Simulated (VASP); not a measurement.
# Ge17Se16 (a cell with a defect) in VASP: single point with PBE

Aim: the single point of Ge17Se16 (a cell with a defect) with PBE.

Everything below comes from runs of VASP 6.6.1. Logs are shortened: lines on timing, memory, paths and dates and some standing lists are left out, and cuts for length are marked.

## (1) The cell of the first run

The cell holds a defect, 33 atoms: a = 8.987 Å, b = 8.987 Å, c = 11.194 Å, α = 90.00°, β = 90.00°, γ = 119.40°.

## (2) Single point, PBE (with an interstitial atom, then relaxed in part)

File INCAR:

```
  ALGO = Normal
  EDIFF = 1E-6
  ENCUT = 410
  GGA = PE
  GGA_COMPAT = F
  ISIF = 2
  ISMEAR = 0
  LASPH = T
  LCHARG = F
  LREAL = Auto
  LWAVE = F
  NBANDS = 189
  NELM = 120
  PREC = Accurate
  SIGMA = 0.01
```

File KPOINTS:

```
Automatic mesh
0
Gamma
  2 2 2
  0.5 0.5 0.5
```

File POSCAR:

```
Ge17Se16
1.0
    0.0000000000      7.7594304091     -4.5342500442
    0.0000000000     -7.7594304091     -4.5342500442
  -11.1941425877      0.0000000000      0.0000000000
Ge Se
17 16
Direct
    0.2135784437      0.5882281126      0.8734102733
    0.5041948874      0.3966371314      0.8851589660
   -0.0367718874      0.8385784437      0.8734102733
    0.7716371314      0.1291948874      0.8851589660
    1.0146779312      0.1373817797      0.1316017751
    0.3068054285      0.9318054285      0.0811923753
    0.7618010006      0.3868010006      0.1319798573
    0.5123817797      0.6396779312      0.1316017751
    0.1047114799      0.2251560852      0.6401583454
    0.3803590024      0.0053590024      0.5069915518
    0.8605009986      0.4855009986      0.6348678200
    0.6001560852      0.7297114799      0.6401583454
    0.1317328988      0.4990519596      0.3778982844
    0.3951184542      0.2691310570      0.3799729330
    0.8740519596      0.7567328988      0.3778982844
    0.6441310570      1.0201184542      0.3799729330
    0.2495351266      0.8745351266      0.7158231352
    0.0785606695      0.4519630714      0.1479808693
    0.3392056797      0.2186717947      0.1535467161
    0.8269630714      0.7035606695      0.1479808693
    0.5936717947      0.9642056797      0.1535467161
    0.1680728275      0.2702176457      0.8696388071
    0.4730696510      0.0980696510      0.8812859902
    0.8939558803      0.5189558803      0.8651253150
    0.6452176457      0.7930728275      0.8696388071
    0.9662726476      0.0813481908      0.3642287496
    0.1833404184      0.8083404184      0.3476861366
    0.7104186790      0.3354186790      0.3624078878
    0.4563481908      0.5912726476      0.3642287496
    0.2525756671      0.5985422119      0.6421266614
    0.5440912824      0.4185919055      0.6560142513
   -0.0264577881      0.8775756671      0.6421266614
    0.7935919055      0.1690912824      0.6560142513
```

Potentials or basis: VASP PAW PBE potentials, release 64 (Ge_d, Se).

Command:

```sh
$ cat potpaw_PBE.64/Ge_d/POTCAR potpaw_PBE.64/Se/POTCAR > POTCAR
$ mpirun -np 1 vasp_std > vasp.out
```

OUTCAR:

```text
EDIFF = 1E-6
   ENCUT = 410
   GGA = PE
   ISIF = 2
   ISMEAR = 0
   LASPH = T
   LREAL = Auto
   NELM = 120
   PREC = Accurate

 ion  position               nearest neighbor table
   1  0.214  0.588  0.873-  30 2.61  24 2.63  22 2.68
   2  0.504  0.397  0.885-  23 2.56  31 2.58  22 2.66
   3  0.963  0.839  0.873-  32 2.61  24 2.63  25 2.68
   4  0.772  0.129  0.885-  23 2.56  33 2.58  25 2.66
   5  0.015  0.137  0.132-  18 2.60  19 2.65  26 2.65
   6  0.307  0.932  0.081-  19 2.58  21 2.58  23 2.70
   7  0.762  0.387  0.132-  18 2.62  20 2.62  28 2.62
   8  0.512  0.640  0.132-  20 2.60  21 2.65  29 2.65
   9  0.105  0.225  0.640-  33 2.59  22 2.62  32 2.74
  10  0.380  0.005  0.507-  27 2.52  17 2.62  14 2.71  16 2.71
  11  0.861  0.486  0.635-  24 2.60  31 2.61  33 2.61
  12  0.600  0.730  0.640-  31 2.59  25 2.62  30 2.74
  13  0.132  0.499  0.378-  27 2.61  18 2.61  29 2.62
  14  0.395  0.269  0.380-  19 2.58  28 2.60  29 2.67  10 2.71
  15  0.874  0.757  0.378-  27 2.61  20 2.61  26 2.62
  16  0.644  0.020  0.380-  21 2.58  28 2.60  26 2.67  10 2.71
  17  0.250  0.875  0.716-  10 2.62  30 2.63  32 2.63  23 2.75
  18  0.079  0.452  0.148-   5 2.60  13 2.61   7 2.62
  19  0.339  0.219  0.154-   6 2.58  14 2.58   5 2.65
  20  0.827  0.704  0.148-   8 2.60  15 2.61   7 2.62
  21  0.594  0.964  0.154-   6 2.58  16 2.58   8 2.65
  22  0.168  0.270  0.870-   9 2.62   2 2.66   1 2.68
  23  0.473  0.098  0.881-   2 2.56   4 2.56   6 2.70  17 2.75
  24  0.894  0.519  0.865-  11 2.60   3 2.63   1 2.63
  25  0.645  0.793  0.870-  12 2.62   4 2.66   3 2.68
  26  0.966  0.081  0.364-  15 2.62   5 2.65  16 2.67
  27  0.183  0.808  0.348-  10 2.52  13 2.61  15 2.61
  28  0.710  0.335  0.362-  14 2.60  16 2.60   7 2.62
  29  0.456  0.591  0.364-  13 2.62   8 2.65  14 2.67
  30  0.253  0.599  0.642-   1 2.61  17 2.63  12 2.74
  31  0.544  0.419  0.656-   2 2.58  12 2.59  11 2.61
  32  0.974  0.878  0.642-   3 2.61  17 2.63   9 2.74
  33  0.794  0.169  0.656-   4 2.58   9 2.59  11 2.61

  LATTYP: Found a base centered orthorhombic cell.
 ALAT       =     9.0685000884
 B/A-ratio  =     1.7112930106
 C/A-ratio  =     1.2343984649

  Lattice vectors:

 A1 = (   0.0000000000,   7.7594304091,  -4.5342500442)
 A2 = (   0.0000000000,  -7.7594304091,  -4.5342500442)
 A3 = ( -11.1941425877,   0.0000000000,   0.0000000000)

Analysis of symmetry for initial positions (statically):
=====================================================================
 Subroutine PRICEL returns:
 Original cell was already a primitive cell.

 Routine SETGRP: Setting up the symmetry group for a
 base centered orthorhombic supercell.

 Subroutine GETGRP returns: Found  2 space group operations
 (whereof  1 operations were pure point group operations)
 out of a pool of  8 trial point group operations.

The static configuration has the point symmetry C_1 .
 The point group associated with its full space group is C_1h.

Analysis of symmetry for dynamics (positions and initial velocities):
=====================================================================
 Subroutine PRICEL returns:
 Original cell was already a primitive cell.

 Routine SETGRP: Setting up the symmetry group for a
 base centered orthorhombic supercell.

 Subroutine GETGRP returns: Found  2 space group operations
 (whereof  1 operations were pure point group operations)
 out of a pool of  8 trial point group operations.

The dynamic configuration has the point symmetry C_1 .
 The point group associated with its full space group is C_1h.

 Subroutine INISYM returns: Found  2 space group operations
 (whereof  1 operations are pure point group operations),
 and found     1 'primitive' translations

----------------------------------------------------------------------------------------

                                     Primitive cell

  volume of cell :     787.6915

  direct lattice vectors                    reciprocal lattice vectors
     0.000000000  7.759430409 -4.534250044     0.000000000  0.064437719 -0.110271819
     0.000000000 -7.759430409 -4.534250044     0.000000000 -0.064437719 -0.110271819
   -11.194142588  0.000000000  0.000000000    -0.089332434  0.000000000  0.000000000

  length of vectors
     8.987112091  8.987112091 11.194142588     0.127718807  0.127718807  0.089332434

  position of ions in fractional coordinates (direct lattice)
     0.213578444  0.588228113  0.873410273
     0.504194887  0.396637131  0.885158966
     0.963228113  0.838578444  0.873410273
     0.771637131  0.129194887  0.885158966
     0.014677931  0.137381780  0.131601775
     0.306805428  0.931805428  0.081192375
[... 25 lines left out ...]
     0.973542212  0.877575667  0.642126661
     0.793591906  0.169091282  0.656014251

  ion indices of the primitive-cell ions
   primitive index   ion index
                 1           1
                 2           2
                 3           3
                 4           4
                 5           5
                 6           6
[... 25 lines left out ...]
                32          32
                33          33

----------------------------------------------------------------------------------------

 KPOINTS: Automatic mesh

Automatic generation of k-mesh.
 Grid dimensions read from file:
 generate k-points for:    2    2    2

 Generating k-lattice:

  Cartesian coordinates                     Fractional coordinates (reciprocal lattice)
     0.000000000  0.032218860 -0.055135909     0.500000000 -0.000000000  0.000000000
     0.000000000 -0.032218860 -0.055135909    -0.000000000  0.500000000  0.000000000
    -0.044666217  0.000000000  0.000000000     0.000000000  0.000000000  0.500000000

  Length of vectors
     0.063859404  0.063859404  0.044666217

  Shift w.r.t. Gamma in fractional coordinates (k-lattice)
     0.500000000  0.500000000  0.500000000

 Subroutine IBZKPT returns following result:
 ===========================================

 Found      3 irreducible k-points:

 Following reciprocal coordinates:
            Coordinates               Weight
  0.250000  0.250000  0.250000      2.000000
 -0.250000 -0.250000  0.250000      2.000000
 -0.250000  0.250000  0.250000      4.000000
   k-points           NKPTS =      3   k-points in BZ     NKDIM =      3   number of bands    NBANDS=    189
   number of dos      NEDOS =    301   number of ions     NIONS =     33
   total plane-waves  NPLWV = 288000
   dimension x,y,z NGX =    60 NGY =   60 NGZ =   80
   dimension x,y,z NGXF=   120 NGYF=  120 NGZF=  160
   ions per type =              17  16
   NGX,Y,Z   is equivalent  to a cutoff of  11.10, 11.10, 11.88 a.u.
   NGXF,Y,Z  is equivalent  to a cutoff of  22.20, 22.20, 23.76 a.u.
 SYSTEM =  unknown system
   PREC   = accura    normal or accurate (medium, high low for compatibility)
   ISTART =      0    job   : 0-new  1-cont  2-samecut
   ICHARG =      2    charge: 1-file 2-atom 10-const
   ISPIN  =      1    spin polarized calculation?
   LNONCOLLINEAR =      F non collinear calculations
   LSORBIT =      F    spin-orbit coupling
   LASPH  =      T    aspherical Exc in radial PAW
   ENCUT  =  410.0 eV  30.13 Ry    5.49 a.u.  14.84 14.84 18.48*2*pi/ulx,y,z
   NELM   =    120;   NELMIN=  2; NELMDL= -5     # of ELM steps
   EDIFF  = 0.1E-05   stopping-criterion for ELM
   LREAL  =      T    real-space projection
   EDIFFG = 0.1E-04   stopping-criterion for IOM
   NSW    =      0    number of steps for IOM
   IBRION =     -1    ionic relax: 0-MD 1-quasi-New 2-CG
   NFREE  =      0    steps in history (QN), initial steepest desc. (CG)
   ISIF   =      2    stress and relaxation
   ISYM   =      2    0-nonsym 1-usesym 2-fastsym
   POTIM  = 0.5000    time-step for ionic-motion
   TEBEG  =    0.0;   TEEND  =   0.0 temperature during run
   PSTRESS=    0.0 pullay stress
   NELECT =     334.0000    total number of electrons
   NUPDOWN=      -1.0000    fix difference up-down
   EMIN   =  10.00;   EMAX   =-10.00  energy-range for DOS
   EFERMI =   0.00;   METHOD = LEGACY
   ISMEAR =     0;   SIGMA  =   0.01  broadening in eV -4-tet -1-fermi 0-gaus
   EFERMI_NEDOS =   21; number of points for ismear=-14 and -15
   IALGO  =     38    algorithm
   IMIX   =      4    mixing-type and parameters
     AMIX     =   0.40;   BMIX     =  1.00
     AMIX_MAG =   1.60;   BMIX_MAG =  1.00
  volume/ion in A,a.u.               =      23.87       161.08
  Fermi-wavevector in a.u.,A,eV,Ry     =   1.229905  2.324184 20.581078  1.512667
  Thomas-Fermi vector in A             =   2.364774
   LORBIT       =      0    0 simple, 1 ext, 2 COOP (PROOUT), +10 PAW based schemes
   GGA     = PE    functional components
   LHFCALC =     F    Hartree Fock is set to
   AEXX    =    0.0000 exact exchange contribution
   IVDW    =     0    specifies the selected vdW correction
   LEPSILON=     F    determine dielectric tensor
   LRPA    =     F    only Hartree local field effects (RPA)
 non-spin polarized calculation
 Gauss-broadening in eV      SIGMA  =   0.01
  energy-cutoff  :      410.00
  volume of cell :      787.69
 maximum number of plane-waves:     14870
   NGX = 29   NGY = 29   NGZ = 37

 number of electron     334.0000006 magnetization

 Free energy of the ion-electron system (eV)
  ---------------------------------------------------
  ext. energy  EPLUGINS =         0.00000000
  ---------------------------------------------------
  free energy    TOTEN  =      -138.09552246 eV

  energy without entropy =     -138.09552246  energy(sigma->0) =     -138.09552246

 E-fermi :   4.2536     XC(G=0):  -9.7391

 val. band max:        4.1923464941   @ k =  -0.2500  -0.2500   0.2500
 cond. band min:       4.6895239610   @ k =  -0.2500   0.2500   0.2500
 fundamental gap:      0.4971774669
 Fermi energy:         4.2535617371

 k-point     1 :       0.2500    0.2500    0.2500
  band No.  band energies     occupation
      1     -20.7276      2.00000
      2     -20.7244      2.00000
      3     -20.7203      2.00000
      4     -20.7192      2.00000
      5     -20.6994      2.00000
      6     -20.6987      2.00000
[... 171 lines left out ...]
    178       6.1213      0.00000
    179       6.3141      0.00000

 k-point     2 :      -0.2500   -0.2500    0.2500
  band No.  band energies     occupation
      1     -20.7276      2.00000
      2     -20.7244      2.00000
      3     -20.7204      2.00000
      4     -20.7192      2.00000
      5     -20.6994      2.00000
      6     -20.6987      2.00000
[... 171 lines left out ...]
    178       6.1980      0.00000
    179       6.3574      0.00000

 k-point     3 :      -0.2500    0.2500    0.2500
  band No.  band energies     occupation
      1     -20.7276      2.00000
      2     -20.7244      2.00000
      3     -20.7203      2.00000
      4     -20.7192      2.00000
      5     -20.6994      2.00000
      6     -20.6987      2.00000
[... 171 lines left out ...]
    178       6.1406      0.00000
    179       6.2897      0.00000
 [bands above 179 left out]

------------------------ aborting loop because EDIFF is reached ----------------------------------------

  FORCE on cell =-STRESS in cart. coord.  units (eV):
  Direction    XX          YY          ZZ          XY          YZ          ZX
  --------------------------------------------------------------------------------------
  -------------------------------------------------------------------------------------
  Total        2.0258195      1.3169338      4.9104193      0.0000000      0.0000000     -0.8352162
  in kB        4.1205501      2.6786649      9.9878732      0.0000000      0.0000000     -1.6988434
  external PRESSURE =       5.5956961 kB  Pullay stress =       0.0000000 kB

 VOLUME and BASIS-vectors are now :
 -----------------------------------------------------------------------------
  energy-cutoff  :      410.00
  volume of cell :      787.69
      direct lattice vectors                 reciprocal lattice vectors
     0.000000000  7.759430409 -4.534250044     0.000000000  0.064437719 -0.110271819
     0.000000000 -7.759430409 -4.534250044     0.000000000 -0.064437719 -0.110271819
   -11.194142588  0.000000000  0.000000000    -0.089332434  0.000000000  0.000000000

 POSITION                                       TOTAL-FORCE (eV/Angst)
 -----------------------------------------------------------------------------------
     -9.77708     -2.90707     -3.63559        -0.015058     -0.002001     -0.013111
     -9.90860      0.83459     -4.08460        -0.011504     -0.006095     -0.010717
     -9.77708      0.96721     -8.16984        -0.015058      0.002001     -0.013111
     -9.90860      4.98499     -4.08460        -0.011504      0.006095     -0.010717
     -1.47317     -0.95211     -0.68948         0.014301      0.001014      0.013027
     -0.90888     -4.84964     -5.61617         0.003215      0.000000      0.017815
[... 25 lines left out ...]
     -7.18806      0.74465     -8.39343         0.013106     -0.010963      0.008979
     -7.34352      4.84577     -4.36505         0.007306     -0.001045      0.014571
 -----------------------------------------------------------------------------------
    total drift:                               -0.003087     -0.000000     -0.014564

  FREE ENERGIE OF THE ION-ELECTRON SYSTEM (eV)
  ---------------------------------------------------
  free  energy   TOTEN  =      -138.0955224552 eV

  energy  without entropy=     -138.0955224552  energy(sigma->0) =     -138.09552246
```

Wall time 16 min (1 thread of Intel Xeon 8259CL, shared host); peak memory 0.7 GiB.

What came out:

```yaml
Free_energy: -138.0955 eV
Pressure: 0.6 GPa
Largest_force: 0.022 eV/Å
Band_gap_on_the_k_mesh: 0.50 eV
```

Forces in eV/Å, atoms in the order of the input:
```
Ge  -0.015 -0.002 -0.013
Ge  -0.012 -0.006 -0.011
Ge  -0.015  0.002 -0.013
Ge  -0.012  0.006 -0.011
Ge   0.014  0.001  0.013
Ge   0.003  0.000  0.018
Ge   0.016  0.000  0.015
Ge   0.014 -0.001  0.013
Ge   0.011  0.006 -0.008
Ge  -0.004  0.000 -0.005
Ge   0.015  0.000 -0.009
Ge   0.011 -0.006 -0.008
Ge  -0.012  0.002  0.011
Ge  -0.012 -0.003  0.009
Ge  -0.012 -0.002  0.011
Ge  -0.012  0.003  0.009
Ge  -0.003  0.000 -0.013
Se   0.006  0.001 -0.013
Se   0.006 -0.002 -0.013
Se   0.006 -0.001 -0.013
Se   0.006  0.002 -0.013
Se  -0.010  0.001  0.009
Se   0.006  0.000  0.003
Se  -0.010  0.000  0.017
Se  -0.010 -0.001  0.009
Se  -0.009  0.000 -0.009
Se   0.011  0.000 -0.008
Se  -0.008  0.000 -0.013
Se  -0.009  0.000 -0.009
Se   0.013  0.011  0.009
Se   0.007  0.001  0.015
Se   0.013 -0.011  0.009
Se   0.007 -0.001  0.015
```

Caveat: the cell differs from its parent crystal (with an interstitial atom, then relaxed in part).
